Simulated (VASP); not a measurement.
## TiPt3: single point with r2SCAN

TiPt3:

```
CELL_PARAMETERS angstrom
3.92088 0.00000 0.00000
0.00000 3.92088 0.00000
0.00000 0.00000 3.92088
ATOMIC_POSITIONS crystal
Ti 0.00000 0.00000 0.00000
Pt 0.00000 0.50000 0.50000
Pt 0.50000 0.00000 0.50000
Pt 0.50000 0.50000 0.00000
```

```
Program                : VASP 6.6.1
Task                   : single point
Functional             : r2SCAN
Potentials or basis    : VASP PAW PBE potentials, release 64 (Ti_sv, Pt)
Cutoff                 : 520 eV
k mesh                 : 10 × 10 × 10
Occupations            : gaussian, width 0.1 eV
Spin                   : no spin polarisation
Dipole correction      : no
Further INCAR settings : ALGO = Normal; EDIFF = 1e-06; NBANDS = 29
```

```yaml
Pressure: 0.7 GPa
Band_gap_on_the_k_mesh: zero (bands 21 and 22 overlap by 1.95 eV)
```

Levels at points of the mesh, in eV from the Fermi level:
| k point | band 18 | band 19 | band 20 | band 21 | band 22 | band 23 | band 24 | band 25 |
| --- | --- | --- | --- | --- | --- | --- | --- | --- |
| (0.00, 0.00, 0.00) | 0.01 | 0.01 | 0.01 | 1.44 | 1.44 | 1.61 | 1.61 | 1.61 |
| (0.50, 0.00, 0.00) | -2.76 | -2.73 | -1.48 | -0.21 | -0.21 | 0.02 | 0.57 | 0.83 |
| (0.50, 0.50, 0.00) | -3.24 | -2.43 | -2.42 | -2.31 | 0.21 | 0.21 | 0.47 | 1.50 |
| (0.50, 0.50, 0.50) | -0.73 | -0.73 | -0.73 | -0.50 | -0.50 | -0.50 | 1.19 | 1.19 |

It took 10 min on 1 thread of Intel Xeon 8259CL, on a shared host, peak memory 0.23 GiB.

Caveat: the PAW data sets were made with another functional, which shifts forces and pressure a little; spin-orbit coupling is left out, which moves the levels of the heavy elements.
